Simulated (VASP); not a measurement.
# NiO (Fm-3m) in VASP: single point with PBE

Aim: the single point of NiO with PBE.

Program: VASP 6.6.1. These are calculated values, not measurements. Logs are shortened: lines on timing, memory, paths and dates and some standing lists are left out, and cuts for length are marked.

## Step 1: The cell of the first run

Symmetry: Fm-3m, No. 225, cubic system. The conventional cell has a = 4.172 Å, b = 4.172 Å, c = 4.172 Å, α = 90.00°, β = 90.00°, γ = 90.00°. Ni (site symmetry m-3m) has 6 O at 2.09 Å within 2.8 Å. Within 2.8 Å of O (site symmetry m-3m) lie 6 Ni at 2.09 Å.

## Step 2: Single point, PBE, collinear spin, ferromagnetic start

Contents of INCAR:

```
SYSTEM = NiO
ALGO = Normal
EDIFF = 1E-6
ENCUT = 600
GGA = PE
GGA_COMPAT = .FALSE.
ISIF = 2
ISMEAR = -1
ISPIN = 2
LASPH = .TRUE.
LCHARG = .FALSE.
LMAXMIX = 4
LORBIT = 11
LREAL = .FALSE.
LWAVE = .FALSE.
MAGMOM = 1 0
NBANDS = 19
NELM = 200
PREC = Accurate
SIGMA = 0.1
```

Contents of KPOINTS:

```
k-points
0
G
  13 13 13
  0 0 0
```

Contents of POSCAR:

```
NiO
1.0
    0.0000000000      2.0859020000      2.0859020000
    2.0859020000      0.0000000000      2.0859020000
    2.0859020000      2.0859020000      0.0000000000
Ni O
1 1
Direct
    0.0000000000      0.0000000000      0.0000000000
    0.5000000000      0.5000000000      0.5000000000
```

Potentials or basis: VASP PAW PBE potentials, release 64 (Ni, O).

Run with:

```sh
> cat potpaw_PBE.64/Ni/POTCAR potpaw_PBE.64/O/POTCAR > POTCAR
> mpirun -np 1 vasp_std > vasp.out
```

OUTCAR:

```text
SYSTEM = NiO
   EDIFF = 1E-6
   ENCUT = 600
   GGA = PE
   ISIF = 2
   ISMEAR = -1
   ISPIN = 2
   LASPH = .TRUE.
   LORBIT = 11
   LREAL = .FALSE.
   NELM = 200
   PREC = Accurate

 ion  position               nearest neighbor table
   1  0.000  0.000  0.000-   2 2.09   2 2.09   2 2.09   2 2.09   2 2.09   2 2.09
   2  0.500  0.500  0.500-   1 2.09   1 2.09   1 2.09   1 2.09   1 2.09   1 2.09

  LATTYP: Found a face centered cubic cell.
 ALAT       =     4.1718040000

  Lattice vectors:

 A1 = (   0.0000000000,   2.0859020000,   2.0859020000)
 A2 = (   2.0859020000,   0.0000000000,   2.0859020000)
 A3 = (   2.0859020000,   2.0859020000,   0.0000000000)

Analysis of symmetry for initial positions (statically):
=====================================================================
 Subroutine PRICEL returns:
 Original cell was already a primitive cell.

 Routine SETGRP: Setting up the symmetry group for a
 face centered cubic supercell.

 Subroutine GETGRP returns: Found 48 space group operations
 (whereof 48 operations were pure point group operations)
 out of a pool of 48 trial point group operations.

The static configuration has the point symmetry O_h .

Analysis of symmetry for dynamics (positions and initial velocities):
=====================================================================
 Subroutine PRICEL returns:
 Original cell was already a primitive cell.

 Routine SETGRP: Setting up the symmetry group for a
 face centered cubic supercell.

 Subroutine GETGRP returns: Found 48 space group operations
 (whereof 48 operations were pure point group operations)
 out of a pool of 48 trial point group operations.

The dynamic configuration has the point symmetry O_h .

Analysis of structural, dynamic, and magnetic symmetry:
=====================================================================
 Subroutine PRICEL returns:
 Original cell was already a primitive cell.

 Routine SETGRP: Setting up the symmetry group for a
 face centered cubic supercell.

 Subroutine GETGRP returns: Found 48 space group operations
 (whereof 48 operations were pure point group operations)
 out of a pool of 48 trial point group operations.

The overall configuration has the point symmetry O_h .

 Subroutine INISYM returns: Found 48 space group operations
 (whereof 48 operations are pure point group operations),
 and found     1 'primitive' translations

----------------------------------------------------------------------------------------

                                     Primitive cell

  volume of cell :      18.1515

  direct lattice vectors                    reciprocal lattice vectors
     0.000000000  2.085902000  2.085902000    -0.239704454  0.239704454  0.239704454
     2.085902000  0.000000000  2.085902000     0.239704454 -0.239704454  0.239704454
     2.085902000  2.085902000  0.000000000     0.239704454  0.239704454 -0.239704454

  length of vectors
     2.949910898  2.949910898  2.949910898     0.415180293  0.415180293  0.415180293

  position of ions in fractional coordinates (direct lattice)
     0.000000000  0.000000000  0.000000000
     0.500000000  0.500000000  0.500000000

  ion indices of the primitive-cell ions
   primitive index   ion index
                 1           1
                 2           2

----------------------------------------------------------------------------------------

 KPOINTS: k-points

Automatic generation of k-mesh.
 Grid dimensions read from file:
 generate k-points for:   13   13   13

 Generating k-lattice:

  Cartesian coordinates                     Fractional coordinates (reciprocal lattice)
    -0.018438804  0.018438804  0.018438804     0.076923077  0.000000000  0.000000000
     0.018438804 -0.018438804  0.018438804     0.000000000  0.076923077  0.000000000
     0.018438804  0.018438804 -0.018438804     0.000000000  0.000000000  0.076923077

  Length of vectors
     0.031936946  0.031936946  0.031936946

  Shift w.r.t. Gamma in fractional coordinates (k-lattice)
     0.000000000  0.000000000  0.000000000

 Subroutine IBZKPT returns following result:
 ===========================================

 Found     84 irreducible k-points:

 Following reciprocal coordinates:
            Coordinates               Weight
  0.000000  0.000000  0.000000      1.000000
  0.076923  0.000000  0.000000      8.000000
  0.153846  0.000000  0.000000      8.000000
  0.230769  0.000000  0.000000      8.000000
  0.307692  0.000000  0.000000      8.000000
  0.384615  0.000000  0.000000      8.000000
[... 16 lines left out ...]
  0.384615  0.153846  0.000000     24.000000
  0.461538  0.153846  0.000000     24.000000
 [... further k-points ...]
   k-points           NKPTS =     84   k-points in BZ     NKDIM =     84   number of bands    NBANDS=     19
   number of dos      NEDOS =    301   number of ions     NIONS =      2
   total plane-waves  NPLWV =  13824
   dimension x,y,z NGX =    24 NGY =   24 NGZ =   24
   dimension x,y,z NGXF=    48 NGYF=   48 NGZF=   48
   ions per type =               1   1
   NGX,Y,Z   is equivalent  to a cutoff of  13.53, 13.53, 13.53 a.u.
   NGXF,Y,Z  is equivalent  to a cutoff of  27.05, 27.05, 27.05 a.u.
 SYSTEM =  NiO
   PREC   = accura    normal or accurate (medium, high low for compatibility)
   ISTART =      0    job   : 0-new  1-cont  2-samecut
   ICHARG =      2    charge: 1-file 2-atom 10-const
   ISPIN  =      2    spin polarized calculation?
   LNONCOLLINEAR =      F non collinear calculations
   LSORBIT =      F    spin-orbit coupling
   LASPH  =      T    aspherical Exc in radial PAW
   ENCUT  =  600.0 eV  44.10 Ry    6.64 a.u.   5.89  5.89  5.89*2*pi/ulx,y,z
   NELM   =    200;   NELMIN=  2; NELMDL= -5     # of ELM steps
   EDIFF  = 0.1E-05   stopping-criterion for ELM
   LREAL  =      F    real-space projection
   EDIFFG = 0.1E-04   stopping-criterion for IOM
   NSW    =      0    number of steps for IOM
   IBRION =     -1    ionic relax: 0-MD 1-quasi-New 2-CG
   NFREE  =      0    steps in history (QN), initial steepest desc. (CG)
   ISIF   =      2    stress and relaxation
   ISYM   =      2    0-nonsym 1-usesym 2-fastsym
   POTIM  = 0.5000    time-step for ionic-motion
   TEBEG  =    0.0;   TEEND  =   0.0 temperature during run
   PSTRESS=    0.0 pullay stress
   NELECT =      16.0000    total number of electrons
   NUPDOWN=      -1.0000    fix difference up-down
   EMIN   =  10.00;   EMAX   =-10.00  energy-range for DOS
   EFERMI =   0.00;   METHOD = LEGACY
   ISMEAR =    -1;   SIGMA  =   0.10  broadening in eV -4-tet -1-fermi 0-gaus
   EFERMI_NEDOS =   21; number of points for ismear=-14 and -15
   IALGO  =     38    algorithm
   IMIX   =      4    mixing-type and parameters
     AMIX     =   0.40;   BMIX     =  1.00
     AMIX_MAG =   1.60;   BMIX_MAG =  1.00
  volume/ion in A,a.u.               =       9.08        61.25
  Fermi-wavevector in a.u.,A,eV,Ry     =   1.569679  2.966264 33.523300  2.463893
  Thomas-Fermi vector in A             =   2.671526
   LORBIT       =     11    0 simple, 1 ext, 2 COOP (PROOUT), +10 PAW based schemes
   GGA     = PE    functional components
   LHFCALC =     F    Hartree Fock is set to
   AEXX    =    0.0000 exact exchange contribution
   IVDW    =     0    specifies the selected vdW correction
   LEPSILON=     F    determine dielectric tensor
   LRPA    =     F    only Hartree local field effects (RPA)
 spin polarized calculation
  energy-cutoff  :      600.00
  volume of cell :       18.15
 maximum number of plane-waves:       620
   NGX = 11   NGY = 11   NGZ = 11

 number of electron      16.0000001 magnetization       1.6259663

 Free energy of the ion-electron system (eV)
  ---------------------------------------------------
  ext. energy  EPLUGINS =         0.00000000
  ---------------------------------------------------
  free energy    TOTEN  =       -11.49206934 eV

  energy without entropy =      -11.45031681  energy(sigma->0) =      -11.47119307

 E-fermi :   7.9703     XC(G=0): -12.7000

 val. band max:        7.9682390301   @ k =  -0.3077   0.2308   0.0769
 cond. band min:       7.9926312114   @ k =  -0.2308   0.2308   0.0769
 fundamental gap:      0.0243921813
 Fermi energy:         7.9702505770

 spin component 1

 k-point     1 :       0.0000    0.0000    0.0000
  band No.  band energies     occupation
      1     -12.4705      1.00000
      2       4.9164      1.00000
      3       4.9164      1.00000
      4       4.9164      1.00000
      5       4.9267      1.00000
      6       4.9267      1.00000
[... 11 lines left out ...]
     18      33.9332      0.00000
     19      33.9333      0.00000

 k-point     2 :       0.0769    0.0000    0.0000
  band No.  band energies     occupation
      1     -12.4029      1.00000
      2       4.2152      1.00000
      3       4.2153      1.00000
      4       4.2841      1.00000
      5       5.3271      1.00000
      6       5.3272      1.00000
[... 476 lines left out ...]
 k-point    24 :       0.4615    0.1538    0.0000
  band No.  band energies     occupation
      1     -11.1519      1.00000
      2       0.3023      1.00000
      3       2.0465      1.00000
      4       2.3834      1.00000
      5       5.7287      1.00000
      6       6.0764      1.00000
[... 11 lines left out ...]
     18      37.5919      0.00000
     19      39.2418      0.00000

 [... further k-points ...]

 spin component 2

 k-point     1 :       0.0000    0.0000    0.0000
  band No.  band energies     occupation
      1     -12.0789      1.00000
      2       5.3694      1.00000
      3       5.3694      1.00000
      4       5.3694      1.00000
      5       6.1139      1.00000
      6       6.1141      1.00000
[... 11 lines left out ...]
     18      34.4951      0.00000
     19      34.4953      0.00000

 k-point     2 :       0.0769    0.0000    0.0000
  band No.  band energies     occupation
      1     -12.0096      1.00000
      2       4.7547      1.00000
      3       5.0718      1.00000
      4       5.0719      1.00000
      5       6.2071      1.00000
      6       6.2072      1.00000
[... 476 lines left out ...]
 k-point    24 :       0.4615    0.1538    0.0000
  band No.  band energies     occupation
      1     -10.7143      1.00000
      2       0.6620      1.00000
      3       2.8997      1.00000
      4       3.3176      1.00000
      5       6.6243      1.00000
      6       7.0711      0.99988
[... 11 lines left out ...]
     18      37.8983      0.00000
     19      39.6577      0.00000

 [... further k-points ...]
[... 5 lines left out ...]
  --------------------------------------------------------------------------------------
  -------------------------------------------------------------------------------------
  Total        0.5321452      0.5321452      0.5321452      0.0000000     -0.0000000      0.0000000
  in kB       46.9709123     46.9709123     46.9709123      0.0000000     -0.0000000      0.0000000
  external PRESSURE =      46.9709123 kB  Pullay stress =       0.0000000 kB

 VOLUME and BASIS-vectors are now :
 -----------------------------------------------------------------------------
  energy-cutoff  :      600.00
  volume of cell :       18.15
      direct lattice vectors                 reciprocal lattice vectors
     0.000000000  2.085902000  2.085902000    -0.239704454  0.239704454  0.239704454
     2.085902000  0.000000000  2.085902000     0.239704454 -0.239704454  0.239704454
     2.085902000  2.085902000  0.000000000     0.239704454  0.239704454 -0.239704454

 POSITION                                       TOTAL-FORCE (eV/Angst)
 -----------------------------------------------------------------------------------
      0.00000      0.00000      0.00000        -0.000000     -0.000000      0.000000
      2.08590      2.08590      2.08590         0.000000      0.000000      0.000000
 -----------------------------------------------------------------------------------
    total drift:                                0.000000     -0.000000     -0.000000

  FREE ENERGIE OF THE ION-ELECTRON SYSTEM (eV)
  ---------------------------------------------------
  free  energy   TOTEN  =       -11.4920693393 eV

  energy  without entropy=      -11.4503168065  energy(sigma->0) =      -11.47119307

 total charge

# of ion       s       p       d       tot
------------------------------------------
    1        0.332   0.406   8.262   8.999
    2        1.555   3.420   0.000   4.975
--------------------------------------------------
tot          1.887   3.826   8.262  13.974

 magnetization (x)

# of ion       s       p       d       tot
------------------------------------------
    1        0.011   0.015   1.323   1.349
    2        0.027   0.211   0.000   0.238
--------------------------------------------------
tot          0.038   0.226   1.323   1.587
```

It took 2.6 min on 1 thread of AMD EPYC 7R13, shared host; peak memory 0.16 GiB.

What came out:

| Property | Result |
| --- | --- |
| Free energy | -11.4921 eV |
| Pressure | 4.7 GPa |
| Net moment | 1.63 μB per cell |
| Site moments | Ni +1.35; O +0.24 μB |
| Valence electrons inside the program's atomic spheres | Ni 9.00; O 4.97 |

Levels at points of the mesh, in eV from the Fermi level:
Spin up:
```csv
k point,band 5,band 6,band 7,band 8,band 9,band 10,band 11,band 12,band 13,band 14
"(0.00, 0.00, 0.00)",-3.04,-3.04,-2.62,-2.62,-2.62,1.53,17.84,18.94,18.94,18.94
```
Spin down:
```
           k point  band 5  band 6  band 7  band 8  band 9  band 10
(0.00, 0.00, 0.00)   -1.86   -1.86   -1.86   -0.68   -0.68     1.85
```

Caveat: a cell with one magnetic atom can't hold antiferromagnetic order, which such compounds often take; semilocal functionals often make such compounds metallic where correlation or magnetic order opens a gap, which also shifts bond lengths. With open d or f shells a metallic result of PBE can be an artefact of self-interaction; +U or a hybrid may open a gap.
